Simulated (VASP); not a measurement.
Runs of VASP 6.6.1 on MnPt2. It takes space group P-3m1 (No. 164, trigonal). Conventional cell: a = 2.858 Å, b = 2.858 Å, c = 6.533 Å, α = 90.00°, β = 90.00°, γ = 120.00°. Pt (site symmetry 3m) has 3 Mn at 2.64 Å and 9 Pt at 2.86 to 2.91 Å within 3.5 Å. Mn (site symmetry -3m) has 6 Pt at 2.64 Å and 6 Mn at 2.86 Å within 3.5 Å. 

```tsv
level	potentials or basis	fixed moment (μB)	k mesh	cutoff (eV)	smearing	grid for exact exchange (PRECFOCK)	share of exact exchange	screening parameter	gap on the mesh (eV)	pressure (GPa)	moment (μB)	largest force (eV/Å)
PBE	VASP PAW PBE potentials, release 64 (Pt_sv_GW, Mn_sv)	2.0	9 × 9 × 4	680	fermi-dirac 0.05 eV	-	-	-	-	-11.0	2.00	0.18
B3LYP	VASP PAW PBE potentials, release 64 (Pt, Mn_pv)	-	6 × 6 × 2	400	fermi-dirac 0.05 eV	Normal	0.2	-	none	(b)	4.81	0.04
PBE	VASP PAW PBE potentials, release 64 (Pt, Mn_pv)	-	11 × 11 × 4	520	gaussian 0.022 eV	-	-	-	none	-0.4	4.63	0.04
PBE	VASP PAW PBE potentials, release 64 (Pt, Mn_pv)	-	11 × 11 × 4	520	gaussian 0.021 eV	-	-	-	none	-0.4	4.63	0.04
PBE	VASP PAW PBE potentials, release 64 (Pt, Mn_pv)	-	11 × 11 × 4	520	gaussian 0.017 eV	-	-	-	none	-0.4	4.63	0.04
PBE0	VASP PAW PBE potentials, release 64 (Pt, Mn_pv)	-	6 × 6 × 2	400	fermi-dirac 0.05 eV	Normal	0.25	-	none	-2.5	4.81	0.22
PBE-based screened hybrid with 25 % exact exchange	VASP PAW PBE potentials, release 64 (Pt, Mn_pv)	-	6 × 6 × 2	400	fermi-dirac 0.05 eV	Normal	0.25	0.3 1/Å	none	-1.8	4.88	0.23
PBE	VASP PAW PBE potentials, release 64 (Pt, Mn_pv)	-	11 × 11 × 4	520	gaussian 0.018 eV	-	-	-	none	-0.4	4.63	0.04
HSE06	VASP PAW PBE potentials, release 64 (Pt, Mn_pv)	-	6 × 6 × 2	400	fermi-dirac 0.05 eV	Normal	0.25	0.2079 1/Å	none	(a)	4.89	0.23
```

Alike in all rows: task single point; spin collinear, ferromagnetic start; cell as given.

Fill in the values left out.

(a) -2.2; (b) 7.3.

Caveats: some runs use coarse meshes; spin-orbit coupling is left out, which moves the levels of the heavy elements; the PAW data sets were made with another functional, which shifts forces and pressure a little (at least some runs); the stress differs along the axes, from -13 to -7 GPa (at least some runs); the total moment is fixed, so each spin has its own Fermi level and the state may be an excited one (at least some runs).

A k mesh can miss the band edges, and the runs leave out spin-orbit coupling on Pt.

A gap of «none» marks levels without a gap at the run's occupations.

The runs don't all hold the same shells in valence.
